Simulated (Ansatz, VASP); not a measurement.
Two plane-wave programs on Ni

```xyz
2
Lattice="0.0000 2.5471 2.5471 2.5471 0.0000 2.5471 2.5471 2.5471 0.0000" Properties=species:S:1:pos:R:3 pbc="T T T"
Ni    0.6368    0.6368    0.6368
Ni    4.4574    4.4574    4.4574
```

Alike in both runs: task single point; functional RPBE; k mesh 12 × 12 × 12; occupations fermi-dirac, width 0.05 eV; collinear spin.

```csv
,VASP,Ansatz
version,VASP 6.6.1,Ansatz 0.2.0
potentials or method,"VASP PAW PBE potentials, release 64 (Ni), cutoff 520 eV","plane waves (420 eV) with PAW, scalar-relativistic"
valence electrons in the cell,20,36
```

VASP gave:

- pressure (GPa): 3.7
- net moment per atom (μB): 0.78
- size of the moment on the site where the two differ most (μB): 0.79

Task: What did Ansatz give for the same quantities?

Result: Pressure (GPa): 3.6; net moment per atom (μB): 0.80; size of the moment on the site where the two differ most (μB): 0.84.

VASP's potentials were made for PBE, not for RPBE. Site moments also hang on the region over which each program counts them. VASP's potentials hold 20 valence electrons a cell and Ansatz's 36, so a difference there can come from the potentials and not from the codes.
